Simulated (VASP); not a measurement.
Ti:

```
Ti
1.0
     1.52457    0.88021    7.36813
    -1.52457    0.88021    7.36813
     0.00000   -1.76042    7.36813
Ti
3
Direct
  0.00000 0.00000 0.00000
  0.22222 0.22222 0.22222
  0.77778 0.77778 0.77778
```

| Property | Result |
| --- | --- |
| Program | VASP 6.6.1 |
| Task | relaxation of cell and atoms |
| Functional | PBE |
| Potentials or basis | VASP PAW PBE potentials, release 64 (Ti_sv) |
| Cutoff | 600 eV |
| k mesh | 6 × 6 × 6 |
| Occupations | gaussian, width 0.1 eV |
| Spin | no spin polarisation |

At the start: pressure -11.2 GPa; volume 19.78 Å³/atom.

Question: Where does the relaxation end?

Answer: Over 8 steps the energy falls by 91.5 meV/atom and the volume is 17.44 Å³/atom (-11.8 %); space group R-3m (No. 166, to 0.05 Å).

Step by step:
```
step  energy change (eV)  largest force (eV/Å)  pressure (GPa)  volume (Å³)
   1              0.0000                0.0689          -11.18        59.33
   2             -0.1553                0.0733           10.12        48.25
   3             -0.2738                0.0750           -0.07        52.27
   4             -0.2738                0.0752            0.20        52.13
   5             -0.2743                0.0541           -0.06        52.28
   6             -0.2743                0.0292           -0.49        52.47
   7             -0.2743                0.0411           -0.33        52.38
   8             -0.2746                0.0221           -0.20        52.33
```

Final structure:
```cif
data_structure
_symmetry_space_group_name_H-M 'P 1'
_symmetry_Int_Tables_number 1
_cell_length_a 7.2631
_cell_length_b 7.2631
_cell_length_c 7.2631
_cell_angle_alpha 23.230
_cell_angle_beta 23.230
_cell_angle_gamma 23.230
_cell_volume 52.33
loop_
_atom_site_label
_atom_site_type_symbol
_atom_site_fract_x
_atom_site_fract_y
_atom_site_fract_z
_atom_site_occupancy
Ti1 Ti 0.00000 0.00000 0.00000 1
Ti2 Ti 0.22272 0.22272 0.22272 1
Ti3 Ti 0.77728 0.77728 0.77728 1
```

Caveat: the k points lie up to 0.42 Å⁻¹ apart in the final cell.
